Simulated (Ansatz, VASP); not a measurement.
# Al2Ru in VASP and in Ansatz

File INCAR:

```
ALGO = Normal ; EDIFF = 1E-6
ENCUT = 500 ; GGA = CA
GGA_COMPAT = F ; ISIF = 2
ISMEAR = 0 ; LASPH = T
LCHARG = T ; LELF = T
LREAL = F ; LVHAR = T
LWAVE = F ; NBANDS = 29
NELM = 120 ; PREC = Accurate
SIGMA = 0.01
```

Contents of KPOINTS:

```
k-points
0
Gamma
  10 10 10
```

File POSCAR:

```
Al2Ru
1.0
    0.0000000000      3.9579802063      4.3509537322
    2.3323610482      0.0000000000      4.3509537322
    2.3323610482      3.9579802063      0.0000000000
Al Ru
4 2
Direct
    0.0788601564      0.4211398436      0.0788601564
    0.4211398436      0.0788601564      0.4211398436
    0.1711398436      0.8288601564      0.1711398436
    0.8288601564      0.1711398436      0.8288601564
    0.7500000000      0.7500000000      0.7500000000
    0.5000000000      0.5000000000      0.5000000000
```

Input for Ansatz:

```yaml
crystal:
  lattice:
    - [0.0, 3.9579802063, 4.3509537322]
    - [2.3323610482, 0.0, 4.3509537322]
    - [2.3323610482, 3.9579802063, 0.0]
  atoms:
    - { symbol: Al, position: [0.0788601564, 0.4211398436, 0.0788601564] }
    - { symbol: Al, position: [0.4211398436, 0.0788601564, 0.4211398436] }
    - { symbol: Al, position: [0.1711398436, 0.8288601564, 0.1711398436] }
    - { symbol: Al, position: [0.8288601564, 0.1711398436, 0.8288601564] }
    - { symbol: Ru, position: [0.75, 0.75, 0.75] }
    - { symbol: Ru, position: [0.5, 0.5, 0.5] }
basis:
  ecutwfc: 420
kpoints:
  mp_grid: { grid: [10, 10, 10] }
  band_path:
    path:
      - [[0.0, 0.0, 0.0], [0.5, 0.0, 0.5], [1.0, 0.5, 0.5], [0.5, 0.5, 0.0], [0.0, 0.0, 0.0], [0.0, 0.4086523, 0.4086523]]
      - [[1.0, 0.5913477, 0.5913477], [1.0, 0.5, 0.5]]
      - [[0.5, 0.0, 0.5], [0.5, 0.23502648, 0.73502648]]
      - [[0.5, 0.76497352, 0.26497352], [0.5, 0.5, 0.0]]
    npoints: 14
hamiltonian:
  xc: lda
scf:
  occupations: { method: gaussian, width: 0.01 }
  n_extra_bands: 15
output:
  forces: true
  stress: true
  eigenvalues: true
  populations: true
  dos: { projected: true, de: 0.02, nscf_kmesh: { grid: [15, 15, 15] } }
  bader: true
```

Alike in both runs: task single point; functional LDA; k mesh 10 × 10 × 10; occupations gaussian, width 0.01 eV; no spin polarisation.

|  | VASP | Ansatz |
| --- | --- | --- |
| version | VASP 6.6.1 | Ansatz 0.2.0 |
| potentials or method | VASP PAW LDA potentials, release 64 (Al, Ru_pv), cutoff 500 eV | scalar-relativistic, plane waves, PAW |
| valence electrons in the cell | 40 | 44 |

Ansatz gave:

* gap on the k mesh at the Fermi level (eV): 0.08
* least direct gap on the mesh (eV): 1.25
* pressure (GPa): 0.0
* rms of the force components (eV/Å): 0.000

Problem. Which values does VASP return?

Solution. gap on the k mesh at the Fermi level (eV): 0.08; least direct gap on the mesh (eV): 1.26; pressure (GPa): 0.4; rms of the force components (eV/Å): 0.004.

LDA's correlation is that of Perdew and Zunger in VASP and of Perdew and Wang (1992) in Ansatz. Atom by atom the forces differ by 0.003 eV/Å (rms over components). VASP's potentials hold 40 valence electrons a cell and Ansatz's 44, so a difference there can come from the potentials and not from the codes.
